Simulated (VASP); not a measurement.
Runs of VASP 6.6.1 on Pb. The cell holds a slab with vacuum, 4 atoms: a = 3.493 Å, b = 3.493 Å, c = 23.556 Å, α = 90.00°, β = 90.00°, γ = 120.00°. 

| level | potentials or basis | dipole correction | gap on the mesh (eV) | largest force (eV/Å) |
| --- | --- | --- | --- | --- |
| PBE | VASP PAW PBE potentials, release 64 (Pb_d) | no | none | 0.31 |
| PBE | VASP PAW PBE potentials, release 64 (Pb_d) | yes | none | 0.31 |
| PBEsol | VASP PAW PBE potentials, release 64 (Pb_d) | no | none | 0.30 |
| LDA | VASP PAW LDA potentials, release 64 (Pb_d) | no | none | (a) |

Alike in all rows: task single point; no spin polarisation; cell as given; k mesh 9 × 9 × 1; cutoff (eV) 520; smearing fermi-dirac 0.05 eV.

Estimate the missing entries.

(a) 0.35.

Caveats: spin-orbit coupling is left out, which moves the levels of the heavy elements; the PAW data sets were made with another functional, which shifts forces and pressure a little (some runs).

A k mesh can miss the band edges, and the runs leave out spin-orbit coupling on Pb.

A gap of «none» marks levels without a gap at the run's occupations.
